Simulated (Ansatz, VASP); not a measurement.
**One calculation of InSb3, two programs**

The input INCAR:

```
ALGO     = Normal         # electronic algorithm
EDIFF    = 1E-6           # SCF threshold, eV
EDIFFG   = -0.01          # ionic threshold
ENCUT    = 600            # plane-wave cutoff, eV
GGA      = PS             # functional
IBRION   = 2              # ionic algorithm
ISIF     = 3              # what is computed and relaxed
ISMEAR   = 0              # smearing method
LASPH    = True           # aspherical terms in the spheres
LCHARG   = False          # write CHGCAR
LREAL    = False          # projectors in reciprocal space
LWAVE    = False          # write WAVECAR
NELM     = 80             # most SCF steps
NSW      = 80             # ionic steps
PREC     = Accurate       # precision mode
SIGMA    = 0.1            # smearing width, eV
```

KPOINTS

```
k-points
0
Gamma
  6 6 6
```

The input POSCAR:

```
InSb3
1.0
    4.2747090415      2.4680044158      3.5324849225
   -4.2747090415      2.4680044158      3.5324849225
    0.0000000000     -4.9360088317      3.5324849225
In Sb
2 6
Direct
    0.2512451441      0.2512451441      0.2512451441
    0.7487548559      0.7487548559      0.7487548559
    0.7502477246      0.2506833760      0.7502477246
    0.7502477246      0.7502477246      0.2506833760
    0.2506833760      0.7502477246      0.7502477246
    0.2497522754      0.7493166240      0.2497522754
    0.7493166240      0.2497522754      0.2497522754
    0.2497522754      0.2497522754      0.7493166240
```

Input for Ansatz:

```yaml
crystal:
  lattice:
    - [4.2747090415, 2.4680044158, 3.5324849225]
    - [-4.2747090415, 2.4680044158, 3.5324849225]
    - [0.0, -4.9360088317, 3.5324849225]
  atoms:
    - { symbol: In, position: [0.2512451441, 0.2512451441, 0.2512451441] }
    - { symbol: In, position: [0.7487548559, 0.7487548559, 0.7487548559] }
    - { symbol: Sb, position: [0.7502477246, 0.250683376, 0.7502477246] }
    - { symbol: Sb, position: [0.7502477246, 0.7502477246, 0.250683376] }
    - { symbol: Sb, position: [0.250683376, 0.7502477246, 0.7502477246] }
    - { symbol: Sb, position: [0.2497522754, 0.749316624, 0.2497522754] }
    - { symbol: Sb, position: [0.749316624, 0.2497522754, 0.2497522754] }
    - { symbol: Sb, position: [0.2497522754, 0.2497522754, 0.749316624] }
basis:
  ecutwfc: 420
kpoints:
  mp_grid: { grid: [6, 6, 6] }
hamiltonian:
  xc: pbesol
scf:
  occupations: { method: gaussian, width: 0.1 }
output:
  forces: true
  stress: true
  eigenvalues: true
relax:
  adjacent_minimum: "off"
  f_tol: 0.01
  max_steps: 60
  cell: { stress_tol: 0.1 }
```

Alike in both runs: task relaxation of cell and atoms; functional PBEsol; k mesh 6 × 6 × 6; occupations gaussian, width 0.1 eV; no spin polarisation.

|  | VASP | Ansatz |
| --- | --- | --- |
| version | VASP 6.6.1 | Ansatz 0.2.0 |
| potentials or method | VASP PAW PBE potentials, release 64 (In_d, Sb), cutoff 600 eV | scalar-relativistic, plane waves, PAW |
| valence electrons in the cell | 56 | 116 |

```csv
,VASP,Ansatz,Ansatz less VASP
"gap on the k mesh at the Fermi level, each at its own relaxed structure (eV)",none,none,-
relaxed volume (Å³/atom),28.64,28.63,-0.009
relaxed length of the cell vector where the two differ most in proportion (Å),6.120,6.120,-0.0005
```

VASP's potentials were made for PBE, not for PBEsol. A gap of «none» marks a metal or a gap that the smearing closes. VASP's potentials hold 56 valence electrons a cell and Ansatz's 116, so a difference there can come from the potentials and not from the codes.

Neither program's run includes spin-orbit coupling.
